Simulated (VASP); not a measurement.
## Ag: single point with r2SCAN

Ag:

```
Ag
1.0
     0.00000    2.20731    2.20731
     2.20731    0.00000    2.20731
     2.20731    2.20731    0.00000
Ag
1
Direct
  0.00000 0.00000 0.00000
```

* Program: VASP 6.6.1
* Task: single point
* Functional: r2SCAN
* Potentials or basis: VASP PAW PBE potentials, release 64 (Ag)
* Cutoff: 550 eV
* k mesh: 7 × 7 × 7
* Occupations: methfessel-paxton, width 0.0127 eV
* Spin: no spin polarisation

```yaml
Pressure: -12.4 GPa
```

Levels at points of the mesh, in eV from the Fermi level:
| k point | band 4 | band 5 | band 6 | band 7 | band 8 | band 9 |
| --- | --- | --- | --- | --- | --- | --- |
| (0.00, 0.00, 0.00) | -5.08 | -4.40 | -4.40 | 15.25 | 17.53 | 17.53 |

It took 14 s on 1 thread of Intel Xeon 6975P-C, on a shared host, peak memory 0.14 GiB.

Caveat: the PAW data sets were made with another functional, which shifts forces and pressure a little.
